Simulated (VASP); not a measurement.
Input of a VASP 6.6.1 run:

Contents of INCAR:

```
ALGO = Normal ; EDIFF = 1E-6
ENCUT = 520 ; GGA = PE
ISIF = 2 ; ISMEAR = 0
LASPH = T ; LCHARG = F
LREAL = Auto ; LWAVE = F
NBANDS = 52 ; NELECT = 74.0
NELM = 60 ; PREC = Accurate
SIGMA = 0.05
```

The input KPOINTS:

```
k-points
0
Gamma
  2 2 2
```

File POSCAR:

```
CuSi16
1.0
    0.0000000000      5.4300000000      5.4300000000
    5.4300000000      0.0000000000      5.4300000000
    5.4300000000      5.4300000000      0.0000000000
Si Cu
16 1
Direct
    0.0142202484     -0.0074051915     -0.0036562835
    0.1178485681      0.1248193394      0.1328049617
   -0.0388702296      0.0129353696      0.5127400716
    0.1182544091      0.1240304696      0.6239465114
    0.0142612673      0.4970867721     -0.0030339334
    0.1391713731      0.6205307947      0.1206122716
    0.0140844046      0.4964444071      0.4926716767
    0.1179172343      0.6329691728      0.6246712292
    0.5060666258     -0.0050249474      0.0041162015
    0.6397586787      0.1230020904      0.1180513677
    0.5059235608     -0.0061777049      0.4937868556
    0.5896792555      0.1362369811      0.6358807947
    0.5126084585      0.4959806772     -0.0038813244
    0.6398427565      0.6190582258      0.1188096133
    0.5060903651      0.5044559788      0.4947791981
    0.6396199403      0.6181611475      0.6231783830
    0.3323317233      0.8883930278      0.3875281352
```

Potentials or basis: VASP PAW PBE potentials, release 64 (Si, Cu).

The run is started by

```sh
$ cat potpaw_PBE.64/Si/POTCAR potpaw_PBE.64/Cu/POTCAR > POTCAR
$ mpirun -np 1 vasp_std > vasp.out
```

Estimate the largest force.

0.027 eV/Å.

Forces in eV/Å, atoms in the order of the input:
```
Si  -0.007  0.007 -0.012
Si   0.001 -0.021 -0.003
Si  -0.008  0.003 -0.003
Si   0.027 -0.003 -0.002
Si   0.007  0.004  0.007
Si   0.001 -0.001  0.000
Si  -0.006 -0.009  0.008
Si   0.002 -0.005 -0.018
Si  -0.007 -0.003  0.007
Si   0.005  0.001 -0.002
Si  -0.002 -0.001  0.000
Si  -0.003  0.009  0.008
Si  -0.005  0.004  0.003
Si   0.004 -0.004 -0.008
Si  -0.001  0.001  0.000
Si   0.001 -0.003  0.002
Cu  -0.009  0.020  0.013
```

Caveat: the k points lie up to 0.50 Å⁻¹ apart; the cell carries a net charge on a neutralising background, which shifts energy and pressure.
